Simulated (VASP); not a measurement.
Here is a VASP 6.6.1 calculation.

INCAR

```
SYSTEM = TlAs2
ALGO     = Fast           ! electronic algorithm
EDIFF    = 1E-7           ! SCF threshold, eV
ENCUT    = 520            ! plane-wave cutoff, eV
GGA      = PE             ! functional
ISIF     = 2              ! what is computed and relaxed
ISMEAR   = 0              ! smearing method
LASPH    = .TRUE.         ! aspherical terms in the spheres
LCHARG   = .FALSE.        ! write CHGCAR
LREAL    = .FALSE.        ! projectors in reciprocal space
LWAVE    = .FALSE.        ! write WAVECAR
NBANDS   = 18             ! bands
NELM     = 60             ! most SCF steps
PREC     = Accurate       ! precision mode
SIGMA    = 0.1            ! smearing width, eV
```

File KPOINTS:

```
k-points
0
G
  6 6 6
  0 0 0
```

File POSCAR:

```
TlAs2
1.0
    0.0000000000      3.2585406648      3.2585406648
    3.2585406648      0.0000000000      3.2585406648
    3.2585406648      3.2585406648      0.0000000000
Tl As
1 2
Direct
    0.0000000000      0.0000000000      0.0000000000
    0.2500000000      0.2500000000      0.2500000000
    0.7500000000      0.7500000000      0.7500000000
```

Potentials or basis: VASP PAW PBE potentials, release 64 (Tl_d, As).

Launch:

```bash
$ cat potpaw_PBE.64/Tl_d/POTCAR potpaw_PBE.64/As/POTCAR > POTCAR
$ mpirun -np 1 vasp_std > vasp.out
```

Task: What does it give for the pressure?

Result: 11.0 GPa.

Task: What does it give for the band gap on the k mesh?

Result: Zero (an odd number of electrons rules out a gap without spin polarisation).

Caveat: the cell stands under pressure; spin-orbit coupling is left out, which moves the levels of the heavy elements; an odd number of electrons without spin polarisation forces a metal; a magnetic or distorted state may lie lower.
